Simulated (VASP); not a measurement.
# SnSe2 (1T) (P-3m1) in VASP: notebook

SnSe2 (1T) is run at these levels: PBE+D3(BJ); tasks: relaxation of cell and atoms, single point.

All numbers are computed with VASP 6.6.1; they aren't measurements. Logs are shortened: lines on timing, memory, paths and dates and some standing lists are left out, and cuts for length are marked.

### Step 1. The cell of the first run

It takes space group P-3m1 (No. 164, trigonal). Conventional cell: a = 3.639 Å, b = 3.639 Å, c = 5.218 Å, α = 90.00°, β = 90.00°, γ = 120.00°. Sn (site symmetry -3m) has 6 Se at 2.63 Å within 3.5 Å. Within 3.5 Å of Se (site symmetry 3m) lie 3 Sn at 2.63 Å and 3 Se at 2.93 Å.

### Step 2. Relaxation of cell and atoms, PBE+D3(BJ), target pressure 25.8 GPa, at which the enthalpy is minimised

File INCAR:

```
SYSTEM = SnSe2
PREC = Accurate
ENCUT = 600
EDIFF = 1E-7
ISMEAR = 0
SIGMA = 0.03
LREAL = .False.
LASPH = .True.
NELM = 100
ALGO = Normal
ISIF = 3
LWAVE = .False.
LCHARG = .False.
GGA = PE
IVDW = 12
IBRION = 2
NSW = 80
EDIFFG = -0.003
PSTRESS = 258.0
```

File KPOINTS:

```
regular mesh
0
Gamma
  15 15 9
  0 0 0
```

File POSCAR:

```
SnSe2
1.0
    3.6393099893      0.0000000000      0.0000000000
   -1.8196549946      3.1517349030      0.0000000000
    0.0000000000      0.0000000000      5.2184546910
Sn Se
1 2
Direct
    0.0000000000      0.0000000000      0.0000000000
    0.3333333333      0.6666666667      0.3046826374
    0.6666666667      0.3333333333      0.6953173626
```

Potentials or basis: VASP PAW PBE potentials, release 64 (Sn_d, Se).

The run is started by

```console
> cat potpaw_PBE.64/Sn_d/POTCAR potpaw_PBE.64/Se/POTCAR > POTCAR
> mpirun -np 1 vasp_std > vasp.out
```

OUTCAR:

```text
SYSTEM = SnSe2
   PREC = Accurate
   ENCUT = 600
   EDIFF = 1E-7
   ISMEAR = 0
   LREAL = .False.
   LASPH = .True.
   NELM = 100
   ISIF = 3
   GGA = PE
   IVDW = 12
   IBRION = 2
   NSW = 80
   EDIFFG = -0.003
   PSTRESS = 258.0
 IVDW          = 12

 ion  position               nearest neighbor table
   1  0.000  0.000  0.000-   2 2.63   3 2.63   2 2.63   3 2.63   3 2.63   2 2.63
   2  0.333  0.667  0.305-   1 2.63   1 2.63   1 2.63
   3  0.667  0.333  0.695-   1 2.63   1 2.63   1 2.63

  LATTYP: Found a hexagonal cell.
 ALAT       =     3.6393099893
 C/A-ratio  =     1.4339132161

  Lattice vectors:

 A1 = (   3.6393099893,   0.0000000000,   0.0000000000)
 A2 = (  -1.8196549946,   3.1517349030,   0.0000000000)
 A3 = (   0.0000000000,   0.0000000000,   5.2184546910)

Analysis of symmetry for initial positions (statically):
=====================================================================
 Subroutine PRICEL returns:
 Original cell was already a primitive cell.

 Routine SETGRP: Setting up the symmetry group for a
 hexagonal supercell.

 Subroutine GETGRP returns: Found 12 space group operations
 (whereof 12 operations were pure point group operations)
 out of a pool of 24 trial point group operations.

The static configuration has the point symmetry D_3d.

Analysis of symmetry for dynamics (positions and initial velocities):
=====================================================================
 Subroutine PRICEL returns:
 Original cell was already a primitive cell.

 Routine SETGRP: Setting up the symmetry group for a
 hexagonal supercell.

 Subroutine GETGRP returns: Found 12 space group operations
 (whereof 12 operations were pure point group operations)
 out of a pool of 24 trial point group operations.

The dynamic configuration has the point symmetry D_3d.

 Subroutine INISYM returns: Found 12 space group operations
 (whereof 12 operations are pure point group operations),
 and found     1 'primitive' translations

----------------------------------------------------------------------------------------

                                     Primitive cell

  volume of cell :      59.8564

  direct lattice vectors                    reciprocal lattice vectors
     3.639309989  0.000000000  0.000000000     0.274777362  0.158642784  0.000000000
    -1.819654995  3.151734903  0.000000000     0.000000000  0.317285568  0.000000000
     0.000000000  0.000000000  5.218454691     0.000000000  0.000000000  0.191627610

  length of vectors
     3.639309989  3.639309989  5.218454691     0.317285568  0.317285568  0.191627610

  position of ions in fractional coordinates (direct lattice)
     0.000000000  0.000000000  0.000000000
     0.333333333  0.666666667  0.304682637
     0.666666667  0.333333333  0.695317363

  ion indices of the primitive-cell ions
   primitive index   ion index
                 1           1
                 2           2
                 3           3

----------------------------------------------------------------------------------------

 KPOINTS: regular mesh

Automatic generation of k-mesh.
 Grid dimensions read from file:
 generate k-points for:   15   15    9

 Generating k-lattice:

  Cartesian coordinates                     Fractional coordinates (reciprocal lattice)
     0.018318491  0.010576186  0.000000000     0.066666667  0.000000000  0.000000000
     0.000000000  0.021152371  0.000000000     0.000000000  0.066666667  0.000000000
     0.000000000  0.000000000  0.021291957     0.000000000  0.000000000  0.111111111

  Length of vectors
     0.021152371  0.021152371  0.021291957

  Shift w.r.t. Gamma in fractional coordinates (k-lattice)
     0.000000000  0.000000000  0.000000000

 Subroutine IBZKPT returns following result:
 ===========================================

 Found    211 irreducible k-points:

 Following reciprocal coordinates:
            Coordinates               Weight
  0.000000  0.000000  0.000000      1.000000
  0.066667  0.000000  0.000000      6.000000
  0.133333  0.000000  0.000000      6.000000
[... 39 lines left out ...]
     AMIX_MAG =   1.60;   BMIX_MAG =  1.00
  volume/ion in A,a.u.               =      19.95       134.64
  Fermi-wavevector in a.u.,A,eV,Ry     =   1.239831  2.342940 20.914607  1.537180
  Thomas-Fermi vector in A             =   2.374297
   LORBIT       =      0    0 simple, 1 ext, 2 COOP (PROOUT), +10 PAW based schemes
   GGA     = PE    functional components
   LHFCALC =     F    Hartree Fock is set to
   AEXX    =    0.0000 exact exchange contribution
   IVDW    =    12    specifies the selected vdW correction
   LEPSILON=     F    determine dielectric tensor
   LRPA    =     F    only Hartree local field effects (RPA)
 conjugate gradient relaxation of ions
 non-spin polarized calculation
 Gauss-broadening in eV      SIGMA  =   0.03
  energy-cutoff  :      600.00
  volume of cell :       59.86
 maximum number of plane-waves:      2019
 NGX is ok and might be reduce to    30
   NGX = 15   NGY = 15   NGZ = 21

--------------------------------------- Ionic step        1  -------------------------------------------

 number of electron      25.9999997 magnetization

 Free energy of the ion-electron system (eV)
  ---------------------------------------------------
  ext. energy  EPLUGINS =         0.00000000
  ---------------------------------------------------
  free energy    TOTEN  =       -10.77472891 eV

  energy without entropy =      -10.77458099  energy(sigma->0) =      -10.77465495

------------------------ aborting loop because EDIFF is reached ----------------------------------------

 Edisp (eV)   -1.41452

 E8    (eV) :    -0.6191
[... 34 lines left out ...]
--------------------------------------- Ionic step        2  -------------------------------------------

 number of electron      26.0000002 magnetization

 E-fermi :  10.0770     XC(G=0): -11.5227

 val. band max:       10.0511764033   @ k =   0.0000   0.4000   0.3333
 cond. band min:      10.0901982427   @ k =   0.0667   0.0000   0.1111
 fundamental gap:      0.0390218394
 Fermi energy:        10.0769575066

 k-point     1 :       0.0000    0.0000    0.0000
  band No.  band energies     occupation
      1     -12.3113      2.00000
      2     -12.3113      2.00000
      3     -12.2372      2.00000
      4     -12.1874      2.00000
      5     -12.1874      2.00000
      6      -7.4801      2.00000
[... 457 lines left out ...]
      4     -12.1516      2.00000
      5     -12.1454      2.00000
      6      -4.4373      2.00000
[... 9 lines left out ...]
     16      15.9919      0.00000
     17      16.9558      0.00000

 [... further k-points ...]

------------------------ aborting loop because EDIFF is reached ----------------------------------------

 Edisp (eV)   -1.61746

 E8    (eV) :    -0.7068
[... 73 lines left out ...]
  energy  without entropy=      -11.8480268737  energy(sigma->0) =      -11.84811051

  enthalpy is  TOTEN    =        -2.6101388721 eV   P V=        9.2380552675

[... ionic steps 4 to 11 ...]

--------------------------------------- Ionic step       12  -------------------------------------------

 number of electron      25.9999999 magnetization

------------------------ aborting loop because EDIFF is reached ----------------------------------------
[... 81 lines left out ...]
--------------------------------------- Ionic step       14  -------------------------------------------

 number of electron      25.9999999 magnetization

 Free energy of the ion-electron system (eV)
  ---------------------------------------------------
  ext. energy  EPLUGINS =         0.00000000
  ---------------------------------------------------
  free energy    TOTEN  =       -10.31003212 eV

  energy without entropy =      -10.30981479  energy(sigma->0) =      -10.30992345

 E-fermi :   8.7028     XC(G=0): -11.1161

 val. band max:        8.6716344832   @ k =   0.2667   0.1333   0.3333
 cond. band min:       8.7087126779   @ k =   0.2000   0.0667   0.1111
 fundamental gap:      0.0370781947
 Fermi energy:         8.7027815564

 k-point     1 :       0.0000    0.0000    0.0000
  band No.  band energies     occupation
      1     -13.3419      2.00000
      2     -13.3419      2.00000
      3     -13.2855      2.00000
      4     -13.2519      2.00000
      5     -13.2519      2.00000
      6      -7.8621      2.00000
[... 457 lines left out ...]
      4     -13.2276      2.00000
      5     -13.2183      2.00000
      6      -5.2074      2.00000
[... 9 lines left out ...]
     16      14.3268      0.00000
     17      15.1210      0.00000

 [... further k-points ...]

------------------------ aborting loop because EDIFF is reached ----------------------------------------

 Edisp (eV)   -1.48636

 E8    (eV) :    -0.6502
[... 30 lines left out ...]
  energy  without entropy=      -11.7961735785  energy(sigma->0) =      -11.79628225

  enthalpy is  TOTEN    =        -2.6184924956 eV   P V=        9.1778984166

 reached required accuracy - stopping structural energy minimisation
```

Run time: 12 min. Hardware: 1 thread of Intel Xeon 6975P-C (Granite Rapids), shared host; peak memory 0.43 GiB.

Results:

```yaml
Free_energy: -11.7964 eV
Relaxed_volume: 19.00 Å³/atom
Relaxed_cell: a = 3.568 Å, b = 3.568 Å, c = 5.169 Å, α = 90.00°, β = 90.00°, γ = 120.00°
Space_group_after_relaxing_to_0.05_Å: P-3m1 (No. 164)
Energy_change_on_relaxing_the_enthalpy_is_what_falls: +131.0 meV/atom
Ionic_steps: 14
Pressure_after_relaxing: 25.8 GPa
Band_gap_on_the_k_mesh: zero (band 13 reaches 9.13 eV, above the bottom of band 14 at 7.56 eV)
Dispersion_energy_per_atom: -0.495 eV
```

The path:
```
step  energy change (eV)  largest force (eV/Å)  pressure (GPa)  volume (Å³)
   1              0.0000                0.0260           18.60        59.86
   2              1.4052                1.0479           44.73        52.42
   3              0.3411                0.3043           25.59        57.37
   4              0.3516                0.3124           25.80        57.30
   5              0.3750                0.1363           25.80        57.11
   6              0.3958                0.0161           25.82        56.98
   7              0.3937                0.0027           25.82        56.99
   8              0.3927                0.0041           25.81        57.00
   9              0.3897                0.0028           25.76        57.01
  10              0.3898                0.0028           25.76        57.01
  11              0.3909                0.0029           25.78        57.01
  12              0.3933                0.0030           25.81        56.99
  13              0.3937                0.0031           25.82        56.99
  14              0.3929                0.0005           25.79        56.99
```

Final structure:
```
CELL_PARAMETERS angstrom
3.56827 0.00000 0.00000
-1.78413 3.09021 0.00000
0.00000 0.00000 5.16878
ATOMIC_POSITIONS crystal
Sn 0.00000 0.00000 0.00000
Se 0.33333 0.66667 0.30890
Se 0.66667 0.33333 0.69110
```

Levels at points of the mesh, in eV from the Fermi level:
```tsv
k point	band 11	band 12	band 13	band 14	band 15	band 16
(0.00, 0.00, 0.00)	-1.14	-1.14	-0.17	1.33	3.10	4.85
```

Caveat: the cell is relaxed towards a set pressure, so the enthalpy falls and the energy may rise; spin-orbit coupling is left out, which moves the levels of the heavy elements; pairwise dispersion overbinds metals, which lowers pressure and volume.

### Step 3. Single point, PBE+D3(BJ)

This run uses another cell than the first one, of 25.57 Å³/atom, 1.281 times its volume.

File INCAR:

```
SYSTEM = SnSe2
ALGO = Normal
EDIFF = 1E-6
ENCUT = 520
GGA = PE
ISIF = 2
ISMEAR = 0
IVDW = 12
LASPH = .TRUE.
LCHARG = .FALSE.
LREAL = .FALSE.
LWAVE = .FALSE.
NBANDS = 20
NELM = 100
PREC = Accurate
SIGMA = 0.03
```

File KPOINTS:

```
k-points
0
G
  15 15 9
  0 0 0
```

File POSCAR:

```
SnSe2
1.0
    3.8393879779      0.0000000000      0.0000000000
   -1.9196939889      3.3250075238      0.0000000000
    0.0000000000      0.0000000000      6.0084662860
Sn Se
1 2
Direct
    0.0000000000      0.0000000000      0.0000000000
    0.3333333333      0.6666666667      0.2652132779
    0.6666666667      0.3333333333      0.7347867221
```

Potentials or basis: VASP PAW PBE potentials, release 64 (Sn_d, Se).

The run is started by

```console
> cat potpaw_PBE.64/Sn_d/POTCAR potpaw_PBE.64/Se/POTCAR > POTCAR
> mpirun -np 1 vasp_std > vasp.out
```

It took 2.3 min on 1 thread of AMD EPYC 9R45 (Zen 5), shared host; peak memory 0.41 GiB.

The run converged. Its results:

```yaml
Free_energy: -12.8987 eV
Pressure: 0.1 GPa
Largest_force: 0.017 eV/Å
Band_gap_on_the_k_mesh: 0.35 eV, indirect (least direct gap 0.81 eV)
Dispersion_energy_per_atom: -0.364 eV
```

Forces on the atoms (eV/Å):
```
Sn   0.000  0.000  0.000
Se   0.000  0.000  0.017
Se   0.000  0.000 -0.017
```

Levels at points of the mesh, in eV from the valence-band top:
| k point | band 10 | band 11 | band 12 | band 13 | band 14 | band 15 | band 16 | band 17 |
| --- | --- | --- | --- | --- | --- | --- | --- | --- |
| (0.00, 0.00, 0.00) | -0.75 | -0.58 | -0.58 | -0.14 | 0.68 | 2.89 | 4.46 | 4.46 |

Caveat: spin-orbit coupling is left out, which moves the levels of the heavy elements. A k mesh can miss the band edges.

### Step 4. Relaxation of cell and atoms, PBE+D3(BJ)

This run uses another cell than the first one, of 25.73 Å³/atom, 1.290 times its volume.

File INCAR:

```
PREC = Accurate
ENCUT = 600
EDIFF = 1E-6
ISMEAR = 0
SIGMA = 0.03
LREAL = False
LASPH = True
NELM = 100
ALGO = Normal
ISIF = 3
LWAVE = False
LCHARG = False
GGA = PE
IVDW = 12
IBRION = 2
NSW = 80
EDIFFG = -0.003
```

File KPOINTS:

```
regular mesh
0
Gamma
  15 15 9
```

File POSCAR:

```
SnSe2
1.0
    3.8110000000      0.0000000000      0.0000000000
   -1.9055000000      3.3004228138      0.0000000000
    0.0000000000      0.0000000000      6.1370000000
Sn Se
1 2
Direct
    0.0000000000      0.0000000000      0.0000000000
    0.3333333333      0.6666666667      0.2500000000
    0.6666666667      0.3333333333      0.7500000000
```

The run is started by

```console
> cat potpaw_PBE.64/Sn_d/POTCAR potpaw_PBE.64/Se/POTCAR > POTCAR
> mpirun -np 1 vasp_std > vasp.out
```

Wall time 28 min (1 thread of AMD EPYC 9R45 (Zen 5), shared host); peak memory 0.47 GiB.

The run converged. Its results:

| Item | Value |
| --- | --- |
| Free energy | -12.8987 eV |
| Relaxed volume | 25.58 Å³/atom |
| Relaxed cell | a = 3.842 Å, b = 3.842 Å, c = 6.004 Å, α = 90.00°, β = 90.00°, γ = 120.00° |
| Space group after relaxing (to 0.05 Å) | P-3m1 (No. 164) |
| Energy gained by relaxing | 19.3 meV/atom |
| Ionic steps | 19 |
| Pressure after relaxing | 0.0 GPa |
| Band gap on the k mesh | 0.34 eV, indirect (least direct gap 0.80 eV) |
| Dispersion energy per atom | -0.364 eV |

Step by step:
```csv
step,energy change (eV),largest force (eV/Å),pressure (GPa),volume (Å³)
1,0.0000,0.7490,3.05,77.19
2,-0.0168,0.2639,-2.66,82.80
3,-0.0437,0.1526,-0.39,80.24
4,-0.0437,0.1633,-0.31,80.18
5,-0.0470,0.1220,-0.20,79.69
6,-0.0488,0.0736,-0.04,79.13
7,-0.0489,0.0586,0.02,78.96
8,-0.0508,0.0397,-0.06,78.74
9,-0.0551,0.0152,-0.28,78.09
10,-0.0561,0.1189,-0.54,76.75
11,-0.0570,0.0703,-0.41,77.34
12,-0.0578,0.0120,0.16,76.48
13,-0.0579,0.0060,0.05,76.67
14,-0.0579,0.0086,0.01,76.70
15,-0.0579,0.0073,0.03,76.68
16,-0.0579,0.0042,0.00,76.71
17,-0.0579,0.0029,-0.01,76.73
18,-0.0579,0.0012,-0.03,76.76
19,-0.0579,0.0015,0.00,76.74
```

Final structure:
```
Sn Se
1.0
     3.84156    0.00000    0.00000
    -1.92078    3.32689    0.00000
     0.00000    0.00000    6.00424
Sn Se
1 2
Direct
  0.00000 0.00000 0.00000
  0.33333 0.66667 0.26561
  0.66667 0.33333 0.73439
```

Levels at points of the mesh, in eV from the valence-band top:
| k point | band 9 | band 10 | band 11 | band 12 | band 13 | band 14 | band 15 | band 16 | band 17 |
| --- | --- | --- | --- | --- | --- | --- | --- | --- | --- |
| (0.00, 0.00, 0.00) | -0.75 | -0.75 | -0.59 | -0.59 | -0.14 | 0.66 | 2.88 | 4.45 | 4.45 |

Caveat: spin-orbit coupling is left out, which moves the levels of the heavy elements. A k mesh can miss the band edges.

### Step 5. Single point, PBE+D3(BJ)

This run uses another cell than the first one, of 18.98 Å³/atom, 0.951 times its volume.

File INCAR:

```
ALGO = Normal ; EDIFF = 1E-6
ENCUT = 520 ; GGA = PE
ISIF = 2 ; ISMEAR = 0
IVDW = 12 ; LASPH = T
LCHARG = T ; LELF = T
LREAL = F ; LVHAR = T
LWAVE = F ; NBANDS = 20
NELM = 100 ; PREC = Accurate
SIGMA = 0.03
```

File KPOINTS:

```
k-points
0
Gamma
  15 15 9
```

File POSCAR:

```
SnSe2
1.0
    3.5673053821      0.0000000000      0.0000000000
   -1.7836526910      3.0893770840      0.0000000000
    0.0000000000      0.0000000000      5.1657936647
Sn Se
1 2
Direct
    0.0000000000      0.0000000000      0.0000000000
    0.3333333333      0.6666666667      0.3087075612
    0.6666666667      0.3333333333      0.6912924388
```

The run is started by

```console
> cat potpaw_PBE.64/Sn_d/POTCAR potpaw_PBE.64/Se/POTCAR > POTCAR
> mpirun -np 1 vasp_std > vasp.out
```

Run time: 2.5 min. Hardware: 1 thread of AMD EPYC 9R45 (Zen 5), shared host; peak memory 0.33 GiB.

Results (log left out):

```yaml
Free_energy: -11.7857 eV
Pressure: 26.0 GPa
Largest_force: 0.025 eV/Å
Band_gap_on_the_k_mesh: zero (band 13 reaches 9.15 eV, above the bottom of band 14 at 7.59 eV)
Dispersion_energy_per_atom: -0.496 eV
```

Forces on the atoms (eV/Å):
```
Sn   0.000  0.000  0.000
Se   0.000  0.000  0.025
Se   0.000  0.000 -0.025
```

Levels at points of the mesh, in eV from the Fermi level:
| k point | band 9 | band 10 | band 11 | band 12 | band 13 | band 14 | band 15 | band 16 | band 17 | band 18 |
| --- | --- | --- | --- | --- | --- | --- | --- | --- | --- | --- |
| (0.00, 0.00, 0.00) | -1.78 | -1.78 | -1.15 | -1.15 | -0.16 | 1.34 | 3.09 | 4.85 | 4.85 | 7.51 |

Caveat: spin-orbit coupling is left out, which moves the levels of the heavy elements; pairwise dispersion overbinds metals, which lowers pressure and volume.

### Step 6. Summary

```csv
task,cell,cutoff (eV),gap on the mesh (eV),pressure (GPa),largest force (eV/Å)
relaxation of cell and atoms,"relaxed to 25.8 GPa from a = 3.639, b = 3.639, c = 5.218 Å, angles 90.0, 90.0, 120.0°, 3 atoms",600,none,25.8,-
single point,"a = 3.839, b = 3.839, c = 6.008 Å, angles 90.0, 90.0, 120.0°, 3 atoms",520,0.35,0.1,0.02
relaxation of cell and atoms,"relaxed from a = 3.811, b = 3.811, c = 6.137 Å, angles 90.0, 90.0, 120.0°, 3 atoms",600,0.34,0.0,-
single point,"a = 3.567, b = 3.567, c = 5.166 Å, angles 90.0, 90.0, 120.0°, 3 atoms",520,none,26.0,0.02
```

Alike in all rows: level PBE+D3(BJ); potentials or basis VASP PAW PBE potentials, release 64 (Sn_d, Se); no spin polarisation; k mesh 15 × 15 × 9; smearing gaussian 0.03 eV.

Caveats: spin-orbit coupling is left out, which moves the levels of the heavy elements; pairwise dispersion overbinds metals, which lowers pressure and volume (some runs); the cell is relaxed towards a set pressure, so the enthalpy falls and the energy may rise (some runs).

Total energies depend on the potentials used, so only differences within one code and one set of settings carry meaning.
